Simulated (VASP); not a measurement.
# Al3GaN4 (Pm) in VASP: notebook, part 2 of 2

VASP 6.6.1. Earlier steps stand in the parts before.

### Step 4. Single point, PBEsol (strain +0.080 along x and y, -0.080 along z)

File INCAR:

```
PREC = Accurate ; ENCUT = 520
EDIFF = 1E-6 ; ISMEAR = 0
SIGMA = 0.05 ; LREAL = F
LASPH = T ; NELM = 80
ALGO = Normal ; ISIF = 2
LWAVE = F ; LCHARG = T
GGA = PS ; LELF = T
LVHAR = T ; NBANDS = 31
```

File KPOINTS:

```
Automatic mesh
0
Gamma
  6 8 4
```

File POSCAR:

```
Al3GaN4
1.0
    5.4468806090      0.0000000000      0.0001057914
    0.0000000000      3.3804798092      0.0000000000
   -0.0034951575      0.0000000000      4.9845525916
Al Ga N
3 1 4
Direct
    0.5002300423      0.5000000000      0.1673295664
    0.0009207036      0.5000000000      0.8348055932
    0.0010880650      0.0000000000      0.3316926342
    0.4994217138      0.0000000000      0.6662009016
    0.1111724737      0.0000000000      0.6663292503
    0.1224543238      0.5000000000      0.1671578647
    0.6251234799      0.5000000000      0.8401923551
    0.6231881979      0.0000000000      0.3262928345
```

Potentials or basis: VASP PAW PBE potentials, release 64 (Al, Ga_d, N).

Started as:

```sh
$ cat potpaw_PBE.64/Al/POTCAR potpaw_PBE.64/Ga_d/POTCAR potpaw_PBE.64/N/POTCAR > POTCAR
$ mpirun -np 1 vasp_std > vasp.out
```

OUTCAR:

```text
PREC = Accurate
   ENCUT = 520
   EDIFF = 1E-6
   ISMEAR = 0
   LREAL = F
   LASPH = T
   NELM = 80
   ISIF = 2
   GGA = PS

 ion  position               nearest neighbor table
   1  0.500  0.500  0.167-   7 1.77   8 1.98   8 1.98   6 2.06   4 3.01   4 3.01   4 3.02   4 3.02
                             2 3.18   2 3.19   3 3.30   3 3.30   3 3.31   3 3.31
   2  0.001  0.500  0.835-   6 1.78   5 1.98   5 1.98   7 2.05   3 3.00   3 3.00   3 3.02   3 3.02
                             1 3.18   1 3.19
   3  0.001  0.000  0.332-   5 1.77   6 1.99   6 1.99   8 2.06   2 3.00   2 3.00   2 3.02   2 3.02
                             1 3.30   1 3.30   1 3.31   1 3.31
   4  0.499  0.000  0.666-   8 1.82   7 2.02   7 2.02   5 2.11   1 3.01   1 3.01   1 3.02   1 3.02

   5  0.111  0.000  0.666-   3 1.77   2 1.98   2 1.98   4 2.11
   6  0.122  0.500  0.167-   2 1.78   3 1.99   3 1.99   1 2.06
   7  0.625  0.500  0.840-   1 1.77   4 2.02   4 2.02   2 2.05
   8  0.623  0.000  0.326-   4 1.82   1 1.98   1 1.98   3 2.06

  LATTYP: Found a simple monoclinic cell.
 ALAT       =     4.9845538170
 B/A-ratio  =     0.6781910545
 C/A-ratio  =     1.0927518911
 COS(beta)  =    -0.0006817753

  Lattice vectors:

 A1 = (  -0.0034951575,   0.0000000000,   4.9845525916)
 A2 = (   0.0000000000,  -3.3804798092,   0.0000000000)
 A3 = (   5.4468806090,   0.0000000000,   0.0001057914)

Analysis of symmetry for initial positions (statically):
=====================================================================
 Subroutine PRICEL returns:
 Original cell was already a primitive cell.

 Routine SETGRP: Setting up the symmetry group for a
 simple monoclinic supercell.

 Subroutine GETGRP returns: Found  2 space group operations
 (whereof  2 operations were pure point group operations)
 out of a pool of  4 trial point group operations.

The static configuration has the point symmetry C_1h.

Analysis of symmetry for dynamics (positions and initial velocities):
=====================================================================
 Subroutine PRICEL returns:
[... 147 lines left out ...]
   LHFCALC =     F    Hartree Fock is set to
   AEXX    =    0.0000 exact exchange contribution
   IVDW    =     0    specifies the selected vdW correction
   LEPSILON=     F    determine dielectric tensor
   LRPA    =     F    only Hartree local field effects (RPA)
 non-spin polarized calculation
 Gauss-broadening in eV      SIGMA  =   0.05
  energy-cutoff  :      520.00
  volume of cell :       91.78
 maximum number of plane-waves:      2504
 NGX is ok and might be reduce to    42
   NGX = 21   NGY = 13   NGZ = 19

 number of electron      42.0000000 magnetization

 Free energy of the ion-electron system (eV)
  ---------------------------------------------------
  ext. energy  EPLUGINS =         0.00000000
  ---------------------------------------------------
  free energy    TOTEN  =       -58.31106771 eV

  energy without entropy =      -58.31106771  energy(sigma->0) =      -58.31106771

 E-fermi :   5.6930     XC(G=0): -10.9985

 val. band max:        5.4149294303   @ k =   0.0000   0.0000   0.0000
 cond. band min:       7.6899200586   @ k =   0.0000   0.0000   0.0000
 fundamental gap:      2.2749906282
 Fermi energy:         5.6929640359

 k-point     1 :       0.0000    0.0000    0.0000
  band No.  band energies     occupation
      1      -9.8391      2.00000
      2      -8.8023      2.00000
      3      -8.6128      2.00000
      4      -7.8090      2.00000
      5      -7.7537      2.00000
      6      -7.6632      2.00000
[... 805 lines left out ...]
     30      15.4257      0.00000
     31      15.6431      0.00000

 [... further k-points ...]

------------------------ aborting loop because EDIFF is reached ----------------------------------------

  FORCE on cell =-STRESS in cart. coord.  units (eV):
  Direction    XX          YY          ZZ          XY          YZ          ZX
  --------------------------------------------------------------------------------------
  -------------------------------------------------------------------------------------
  Total      -14.6768621    -13.2212827     14.8489729      0.0000000      0.0000000     -0.0842935
  in kB     -256.2072441   -230.7978634    259.2117028      0.0000000      0.0000000     -1.4714730
  external PRESSURE =     -75.9311349 kB  Pullay stress =       0.0000000 kB

 VOLUME and BASIS-vectors are now :
 -----------------------------------------------------------------------------
  energy-cutoff  :      520.00
  volume of cell :       91.78
      direct lattice vectors                 reciprocal lattice vectors
     5.446880609  0.000000000  0.000105791     0.183591317  0.000000000  0.000128734
     0.000000000  3.380479809  0.000000000     0.000000000  0.295815995  0.000000000
    -0.003495158  0.000000000  4.984552592    -0.000003897  0.000000000  0.200619808

 POSITION                                       TOTAL-FORCE (eV/Angst)
 -----------------------------------------------------------------------------------
      2.72411      1.69024      0.83412        -0.760767      0.000000      1.693202
      0.00210      1.69024      4.16113        -0.737693      0.000000     -1.659101
      0.00477      0.00000      1.65334        -0.667204      0.000000     -1.796003
      2.71796      0.00000      3.32077        -0.615096      0.000000      1.684115
      0.60321      0.00000      3.32136         0.587790      0.000000      2.039373
      0.66641      1.69024      0.83322         0.718260      0.000000      1.784432
      3.40204      1.69024      4.18805         0.882500      0.000000     -1.939785
      3.39329      0.00000      1.62649         0.592210      0.000000     -1.806232
 -----------------------------------------------------------------------------------
    total drift:                               -0.001067      0.000000     -0.001147

  FREE ENERGIE OF THE ION-ELECTRON SYSTEM (eV)
  ---------------------------------------------------
  free  energy   TOTEN  =       -58.3110677115 eV

  energy  without entropy=      -58.3110677115  energy(sigma->0) =      -58.31106771
```

It took 2.7 min on 1 thread of Intel Xeon Platinum 8488C (Sapphire Rapids), shared host; peak memory 0.31 GiB.

What came out:

| Quantity | Value |
| --- | --- |
| Free energy | -58.3111 eV |
| Pressure | -7.6 GPa |
| Largest force | 2.131 eV/Å |
| Band gap on the k mesh | 2.27 eV |

Forces in eV/Å, atoms in the order of the input:
```
Al  -0.761  0.000  1.693
Al  -0.738  0.000 -1.659
Al  -0.667  0.000 -1.796
Ga  -0.615  0.000  1.684
N    0.588  0.000  2.039
N    0.718  0.000  1.784
N    0.882  0.000 -1.940
N    0.592  0.000 -1.806
```

Levels at points of the mesh, in eV from the valence-band top:
```tsv
k point	band 19	band 20	band 21	band 22	band 23	band 24
(0.00, 0.00, 0.00)	-0.46	-0.43	0.00	2.27	3.93	4.48
(0.50, 0.00, 0.00)	-0.60	-0.42	-0.15	3.53	3.96	4.64
(0.00, 0.50, 0.00)	-2.20	-1.56	-1.47	4.96	4.98	6.26
(0.50, 0.50, 0.00)	-1.70	-1.68	-1.55	5.05	5.62	5.64
(0.00, 0.00, 0.50)	-1.05	-0.91	-0.65	4.11	4.36	5.69
(0.50, 0.00, 0.50)	-1.80	-1.72	-1.51	4.61	5.03	5.20
(0.00, 0.50, 0.50)	-1.40	-0.64	-0.47	4.65	4.81	5.95
(0.50, 0.50, 0.50)	-1.08	-1.06	-0.88	3.86	4.32	4.42
```

Caveat: the cell differs from its parent crystal (strain +0.080 along x and y, -0.080 along z); the cell stands under tension; the PAW data sets were made with another functional, which shifts forces and pressure a little.

### Step 5. Single point, PBEsol (strain +0.000 along x and y, +0.080 along z)

File INCAR:

```
ALGO = Normal ; EDIFF = 1E-6
ENCUT = 520 ; GGA = PS
ISIF = 2 ; ISMEAR = 0
LASPH = True ; LCHARG = False
LREAL = False ; LWAVE = False
NBANDS = 31 ; NELM = 100
PREC = Accurate ; SIGMA = 0.05
```

File KPOINTS:

```
k-points
0
Gamma
  6 8 4
```

Edit POSCAR of step 4 so:

```diff
@@ -2,5 +2,5 @@
 1.0
-    5.4468806090      0.0000000000      0.0001057914
-    0.0000000000      3.3804798092      0.0000000000
-   -0.0034951575      0.0000000000      4.9845525916
+    5.0434079713      0.0000000000      0.0001241900
+    0.0000000000      3.1300738974      0.0000000000
+   -0.0032362569      0.0000000000      5.8514313032
 Al Ga N
```

Started as:

```sh
$ cat potpaw_PBE.64/Al/POTCAR potpaw_PBE.64/Ga_d/POTCAR potpaw_PBE.64/N/POTCAR > POTCAR
$ mpirun -np 1 vasp_std > vasp.out
```

It took 2.2 min on 1 thread of Intel Xeon Platinum 8488C (Sapphire Rapids), shared host; peak memory 0.31 GiB.

It converged, with:

* Free energy: -59.4427 eV
* Pressure: -12.4 GPa
* Largest force: 0.556 eV/Å
* Band gap on the k mesh: 2.68 eV

Forces on the atoms (eV/Å):
```
Al   0.308  0.000 -0.297
Al   0.270  0.000  0.216
Al   0.238  0.000  0.265
Ga   0.261  0.000 -0.233
N   -0.193  0.000 -0.382
N   -0.291  0.000 -0.355
N   -0.349  0.000  0.433
N   -0.243  0.000  0.354
```

Stress tensor (GPa, compression positive):
```
 -4.43   0.00   0.04
  0.00  -6.12   0.00
  0.04   0.00 -26.73
```

Levels at points of the mesh, in eV from the valence-band top:
| k point | band 19 | band 20 | band 21 | band 22 | band 23 | band 24 |
| --- | --- | --- | --- | --- | --- | --- |
| (0.00, 0.00, 0.00) | -0.45 | -0.06 | 0.00 | 2.68 | 4.65 | 5.61 |
| (0.50, 0.00, 0.00) | -0.75 | -0.63 | -0.32 | 4.40 | 4.96 | 4.99 |
| (0.00, 0.50, 0.00) | -1.74 | -1.70 | -1.60 | 5.52 | 5.53 | 6.56 |
| (0.50, 0.50, 0.00) | -1.12 | -1.10 | -0.84 | 5.63 | 5.95 | 6.01 |
| (0.00, 0.00, 0.50) | -0.59 | -0.40 | -0.08 | 4.86 | 5.31 | 6.47 |
| (0.50, 0.00, 0.50) | -0.98 | -0.96 | -0.62 | 5.50 | 5.75 | 5.92 |
| (0.00, 0.50, 0.50) | -1.87 | -0.98 | -0.87 | 4.17 | 4.80 | 5.44 |
| (0.50, 0.50, 0.50) | -1.47 | -1.38 | -1.13 | 4.11 | 4.61 | 4.62 |

Caveat: the cell differs from its parent crystal (strain +0.000 along x and y, +0.080 along z); the cell stands under tension; the PAW data sets were made with another functional, which shifts forces and pressure a little.

### Step 6. Summary

```tsv
cell	gap on the mesh (eV)	pressure (GPa)	largest force (eV/Å)
a = 5.043, b = 3.130, c = 5.635 Å, 8 atoms	3.11	-7.1	0.38
a = 5.245, b = 3.255, c = 5.201 Å, 8 atoms	2.94	-5.7	1.02
a = 5.447, b = 3.380, c = 4.985 Å, 8 atoms	2.27	-7.6	2.13
a = 5.043, b = 3.130, c = 5.851 Å, 8 atoms	2.68	-12.4	0.56
```

Alike in all rows: task single point; level PBEsol; potentials or basis VASP PAW PBE potentials, release 64 (Al, Ga_d, N); no spin polarisation; k mesh 6 × 8 × 4; cutoff (eV) 520; smearing gaussian 0.05 eV.

Caveats: the cell stands under tension; the PAW data sets were made with another functional, which shifts forces and pressure a little.

Total energies depend on the potentials used, so only differences within one code and one set of settings carry meaning.
